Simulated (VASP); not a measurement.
# CaO (I4mm) in VASP: notebook

CaO is run at these levels: r2SCAN; tasks: single point.

Everything below comes from runs of VASP 6.6.1. Logs are shortened: lines on timing, memory, paths and dates and some standing lists are left out, and cuts for length are marked.

**1. The cell of the first run**

Symmetry: I4mm, No. 107, tetragonal system. Conventional cell: a = 3.463 Å, b = 3.463 Å, c = 4.898 Å, α = 90.00°, β = 90.00°, γ = 90.00°. Ca (site symmetry 4mm) has 6 O at 2.32 to 2.57 Å within 3.1 Å. Within 3.1 Å of O (site symmetry 4mm) lie 6 Ca at 2.32 to 2.57 Å.

**2. Single point, r2SCAN (all Ca atoms moved +0.125 Å, as atom 1 along Cartesian [1 0 0])**

File POSCAR:

```
CaO
1.0
    0.0000000000      2.4490000000      2.4490000000
    2.4490000000      0.0000000000      2.4490000000
    2.4490000000      2.4490000000      0.0000000000
Ca O
1 1
Direct
   -0.0255206207      0.0255206207      0.0255206207
    0.5000000000      0.5000000000      0.5000000000
```

File INCAR.step1:

```
PREC = Accurate ; ENCUT = 520
ISMEAR = 0 ; SIGMA = 0.05
LREAL = F ; LASPH = T
NELM = 100 ; NBANDS = 15
GGA = PE ; ALGO = Normal
EDIFF = 1E-4 ; LWAVE = T
LCHARG = F
```

File INCAR.step2:

```
PREC = Accurate ; ENCUT = 520
EDIFF = 1E-7 ; ISMEAR = 0
SIGMA = 0.05 ; LREAL = F
LASPH = T ; NELM = 100
ALGO = Normal ; ISIF = 2
LWAVE = F ; LCHARG = T
METAGGA = R2SCAN ; LMIXTAU = T
LELF = T ; LVHAR = T
NBANDS = 15 ; ISTART = 1
```

File KPOINTS:

```
Automatic mesh
0
Gamma
  8 8 8
```

Potentials or basis: VASP PAW PBE potentials, release 64 (Ca_sv, O).

Launch:

```bash
cat potpaw_PBE.64/Ca_sv/POTCAR potpaw_PBE.64/O/POTCAR > POTCAR
cp INCAR.step1 INCAR
mpirun -np 1 vasp_std > vasp.out
cp INCAR.step2 INCAR
mpirun -np 1 vasp_std > vasp.out
```

OUTCAR:

```text
PREC = Accurate
   ENCUT = 520
   EDIFF = 1E-7
   ISMEAR = 0
   LREAL = F
   LASPH = T
   NELM = 100
   ISIF = 2
   METAGGA = R2SCAN
   ISTART = 1

 ion  position               nearest neighbor table
   1  0.974  0.026  0.026-   2 2.32   2 2.45   2 2.45   2 2.45   2 2.45
   2  0.500  0.500  0.500-   1 2.32   1 2.45   1 2.45   1 2.45   1 2.45

  LATTYP: Found a face centered cubic cell.
 ALAT       =     4.8980000000

  Lattice vectors:

 A1 = (   0.0000000000,   2.4490000000,   2.4490000000)
 A2 = (   2.4490000000,   0.0000000000,   2.4490000000)
 A3 = (   2.4490000000,   2.4490000000,   0.0000000000)

Analysis of symmetry for initial positions (statically):
=====================================================================
 Subroutine PRICEL returns:
 Original cell was already a primitive cell.

 Routine SETGRP: Setting up the symmetry group for a
 face centered cubic supercell.

 Subroutine GETGRP returns: Found  8 space group operations
 (whereof  8 operations were pure point group operations)
 out of a pool of 48 trial point group operations.

The static configuration has the point symmetry C_4v.

Analysis of symmetry for dynamics (positions and initial velocities):
=====================================================================
 Subroutine PRICEL returns:
 Original cell was already a primitive cell.

 Routine SETGRP: Setting up the symmetry group for a
 face centered cubic supercell.

 Subroutine GETGRP returns: Found  8 space group operations
 (whereof  8 operations were pure point group operations)
 out of a pool of 48 trial point group operations.

The dynamic configuration has the point symmetry C_4v.

 Subroutine INISYM returns: Found  8 space group operations
 (whereof  8 operations are pure point group operations),
 and found     1 'primitive' translations

----------------------------------------------------------------------------------------

                                     Primitive cell

  volume of cell :      29.3762

  direct lattice vectors                    reciprocal lattice vectors
     0.000000000  2.449000000  2.449000000    -0.204164965  0.204164965  0.204164965
     2.449000000  0.000000000  2.449000000     0.204164965 -0.204164965  0.204164965
     2.449000000  2.449000000  0.000000000     0.204164965  0.204164965 -0.204164965

  length of vectors
     3.463409014  3.463409014  3.463409014     0.353624093  0.353624093  0.353624093

  position of ions in fractional coordinates (direct lattice)
     0.974479379  0.025520621  0.025520621
[... 90 lines left out ...]
   NUPDOWN=      -1.0000    fix difference up-down
   EMIN   =  10.00;   EMAX   =-10.00  energy-range for DOS
   EFERMI =   0.00;   METHOD = LEGACY
   ISMEAR =     0;   SIGMA  =   0.05  broadening in eV -4-tet -1-fermi 0-gaus
   EFERMI_NEDOS =   21; number of points for ismear=-14 and -15
   IALGO  =     38    algorithm
   IMIX   =      4    mixing-type and parameters
     AMIX     =   0.40;   BMIX     =  1.00
     AMIX_MAG =   1.60;   BMIX_MAG =  1.00
  volume/ion in A,a.u.               =      14.69        99.12
  Fermi-wavevector in a.u.,A,eV,Ry     =   1.336953  2.526474 24.319632  1.787443
  Thomas-Fermi vector in A             =   2.465539
   LORBIT       =      0    0 simple, 1 ext, 2 COOP (PROOUT), +10 PAW based schemes
   METAGGA = R2SCAN    functional components
   LHFCALC =     F    Hartree Fock is set to
   AEXX    =    0.0000 exact exchange contribution
   IVDW    =     0    specifies the selected vdW correction
   LEPSILON=     F    determine dielectric tensor
   LRPA    =     F    only Hartree local field effects (RPA)
 non-spin polarized calculation
 Gauss-broadening in eV      SIGMA  =   0.05
  energy-cutoff  :      520.00
  volume of cell :       29.38
 maximum number of plane-waves:       817
 NGX is ok and might be reduce to    28
   NGX = 13   NGY = 13   NGZ = 13

 number of electron      16.0000003 magnetization

 Free energy of the ion-electron system (eV)
  ---------------------------------------------------
  ext. energy  EPLUGINS =         0.00000000
  ---------------------------------------------------
  free energy    TOTEN  =       -19.40493370 eV

  energy without entropy =      -19.40493370  energy(sigma->0) =      -19.40493370

 E-fermi :   1.9091     XC(G=0): -10.7735

 val. band max:        1.6646724925   @ k =   0.0000   0.0000   0.0000
 cond. band min:       5.9074489857   @ k =   0.0000   0.5000   0.5000
 fundamental gap:      4.2427764933
 Fermi energy:         1.9091048429

 k-point     1 :       0.0000    0.0000    0.0000
  band No.  band energies     occupation
      1     -37.5770      2.00000
      2     -17.5195      2.00000
      3     -17.5056      2.00000
      4     -17.5056      2.00000
      5     -14.6523      2.00000
      6       1.6613      2.00000
      7       1.6647      2.00000
      8       1.6647      2.00000
      9       6.6569      0.00000
     10       8.4255      0.00000
     11       8.4842      0.00000
     12       8.4842      0.00000
     13       9.9246      0.00000
     14      10.0222      0.00000
[... 401 lines left out ...]
      2     -18.1824      2.00000
      3     -17.7194      2.00000
      4     -17.6248      2.00000
      5     -13.9907      2.00000
      6      -0.0140      2.00000
      7       0.6549      2.00000
      8       0.9739      2.00000
      9       7.5487      0.00000
     10       9.9159      0.00000
     11      10.7909      0.00000
     12      10.9606      0.00000
     13      11.7648      0.00000
     14      13.5521      0.00000
     15      16.2890      0.00000

 [... further k-points ...]

------------------------ aborting loop because EDIFF is reached ----------------------------------------

  FORCE on cell =-STRESS in cart. coord.  units (eV):
  Direction    XX          YY          ZZ          XY          YZ          ZX
  --------------------------------------------------------------------------------------
  -------------------------------------------------------------------------------------
  Total       -0.6807818     -1.0582036     -1.0582036     -0.0000000     -0.0000000      0.0000000
  in kB      -37.1297627    -57.7143019    -57.7143019     -0.0000000     -0.0000000      0.0000000
  external PRESSURE =     -50.8527888 kB  Pullay stress =       0.0000000 kB

 VOLUME and BASIS-vectors are now :
 -----------------------------------------------------------------------------
  energy-cutoff  :      520.00
  volume of cell :       29.38
      direct lattice vectors                 reciprocal lattice vectors
     0.000000000  2.449000000  2.449000000    -0.204164965  0.204164965  0.204164965
     2.449000000  0.000000000  2.449000000     0.204164965 -0.204164965  0.204164965
     2.449000000  2.449000000  0.000000000     0.204164965  0.204164965 -0.204164965

 POSITION                                       TOTAL-FORCE (eV/Angst)
 -----------------------------------------------------------------------------------
      0.12500      2.44900      2.44900        -0.367493      0.000000      0.000000
      2.44900      2.44900      2.44900         0.367493      0.000000      0.000000
 -----------------------------------------------------------------------------------
    total drift:                               -0.000927      0.000000      0.000000

  FREE ENERGIE OF THE ION-ELECTRON SYSTEM (eV)
  ---------------------------------------------------
  free  energy   TOTEN  =       -19.4049336978 eV

  energy  without entropy=      -19.4049336978  energy(sigma->0) =      -19.40493370
```

It took 3 min on 1 thread of Intel Xeon 8259CL, shared host; peak memory 0.18 GiB.

Results:

* Free energy: -19.4049 eV
* Pressure: -5.1 GPa
* Largest force: 0.367 eV/Å
* Band gap on the k mesh: 4.24 eV (least direct gap 4.59 eV)

Forces on the atoms (eV/Å):
```
Ca  -0.367  0.000  0.000
O    0.367  0.000  0.000
```

Caveat: the cell differs from its parent crystal (all Ca atoms moved +0.125 Å, as atom 1 along Cartesian [1 0 0]); the cell stands under tension; the PAW data sets were made with another functional, which shifts forces and pressure a little. A k mesh can miss the band edges.

**3. Single point, r2SCAN (all Ca atoms moved +0.438 Å, as atom 1 along Cartesian [1 0 0])**

Changes to POSCAR since step 2:

```diff
@@ -8,3 +8,3 @@
 Direct
-   -0.0255206207      0.0255206207      0.0255206207
+   -0.0893221723      0.0893221723      0.0893221723
     0.5000000000      0.5000000000      0.5000000000
```

File INCAR.step1:

```
PREC = Accurate
ENCUT = 520
ISMEAR = 0
SIGMA = 0.05
LREAL = False
LASPH = True
NELM = 100
NBANDS = 15
GGA = PE
ALGO = Normal
EDIFF = 1E-4
LWAVE = True
LCHARG = False
```

File INCAR.step2:

```
PREC = Accurate
ENCUT = 520
EDIFF = 1E-6
ISMEAR = 0
SIGMA = 0.05
LREAL = False
LASPH = True
NELM = 100
ALGO = Normal
ISIF = 2
LWAVE = False
LCHARG = False
METAGGA = R2SCAN
LMIXTAU = True
NBANDS = 15
ISTART = 1
```

File KPOINTS:

```
regular mesh
0
Gamma
  8 8 8
```

Potentials or basis: VASP PAW PBE potentials, release 64 (Ca_sv, O).

Launch:

```bash
cat potpaw_PBE.64/Ca_sv/POTCAR potpaw_PBE.64/O/POTCAR > POTCAR
cp INCAR.step1 INCAR
mpirun -np 1 vasp_std > vasp.out
cp INCAR.step2 INCAR
mpirun -np 1 vasp_std > vasp.out
```

It took 2.5 min on 1 thread of Intel Xeon 8259CL, shared host; peak memory 0.18 GiB.

Results (log left out):

- Free energy: -19.0036 eV
- Pressure: 3.4 GPa
- Largest force: 2.743 eV/Å
- Band gap on the k mesh: 4.56 eV (least direct gap 4.75 eV)

Forces in eV/Å, atoms in the order of the input:
```
Ca  -2.743  0.000  0.000
O    2.743  0.000  0.000
```

Stress tensor (GPa, compression positive):
```
22.04  0.00  0.00
 0.00 -5.99  0.00
 0.00  0.00 -5.99
```

Levels at points of the mesh, in eV from the valence-band top:
| k point | band 4 | band 5 | band 6 | band 7 | band 8 | band 9 | band 10 | band 11 | band 12 | band 13 |
| --- | --- | --- | --- | --- | --- | --- | --- | --- | --- | --- |
| (0.00, 0.00, 0.00) | -18.69 | -15.86 | -0.20 | -0.20 | -0.14 | 5.08 | 7.17 | 7.86 | 7.86 | 8.67 |
| (0.50, 0.00, 0.00) | -18.75 | -14.87 | -2.18 | -0.83 | -0.73 | 7.43 | 8.41 | 9.37 | 9.56 | 10.45 |
| (0.50, 0.50, 0.00) | -18.87 | -15.51 | -1.10 | -0.89 | -0.14 | 5.74 | 8.28 | 10.15 | 10.30 | 10.32 |
| (0.00, 0.50, 0.50) | -18.90 | -15.37 | -0.68 | -0.18 | -0.18 | 4.56 | 7.68 | 9.84 | 10.32 | 10.32 |

Caveat: the cell differs from its parent crystal (all Ca atoms moved +0.438 Å, as atom 1 along Cartesian [1 0 0]); the stress differs along the axes, from -6 to 22 GPa; the PAW data sets were made with another functional, which shifts forces and pressure a little. A k mesh can miss the band edges.
